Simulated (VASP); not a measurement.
Crystal: Zr3C2.

```
CELL_PARAMETERS angstrom
4.44275 0.00000 0.00000
0.00000 4.44275 0.00000
0.00000 0.00000 3.43819
ATOMIC_POSITIONS crystal
Zr 0.00000 0.50000 0.00000
Zr 0.50000 0.00000 0.00000
Zr 0.50000 0.50000 0.00000
C 0.50000 0.50000 0.50000
C 0.00000 0.00000 0.50000
```

The cell was built from a structure type or drawn by symmetry, and may not be a known phase.

* Program: VASP 6.6.1
* Task: relaxation of cell and atoms
* Functional: PBE
* Potentials or basis: VASP PAW PBE potentials, release 64 (Zr_sv, C)
* Cutoff: 600 eV
* k mesh: 4 × 4 × 6
* Occupations: gaussian, width 0.1 eV
* Spin: no spin polarisation

At the start: pressure 69.0 GPa; volume 13.57 Å³/atom.

Task: Where does the relaxation end?

Result: Over 3 steps the energy falls by 1118.5 meV/atom and the volume is 20.97 Å³/atom (+54.5 %); space group P4/mmm (No. 123, to 0.1 Å) before and after.

The path:
| step | energy change (eV) | largest force (eV/Å) | pressure (GPa) | volume (Å³) |
| --- | --- | --- | --- | --- |
| 1 | 0.0000 | 0.0000 | 69.02 | 67.86 |
| 2 | -3.7063 | 0.0000 | -12.66 | 143.01 |
| 3 | -5.5924 | 0.0000 | -0.02 | 104.86 |

Final structure:
```
Zr C
1.0
     5.13544    0.00000    0.00000
     0.00000    5.13544    0.00000
     0.00000    0.00000    3.97615
Zr C
3 2
Direct
  0.00000 0.50000 0.00000
  0.50000 0.00000 0.00000
  0.50000 0.50000 0.00000
  0.50000 0.50000 0.50000
  0.00000 0.00000 0.50000
```

Caveat: the volume moved by over 15 % at a fixed basis, so the end points are rough.
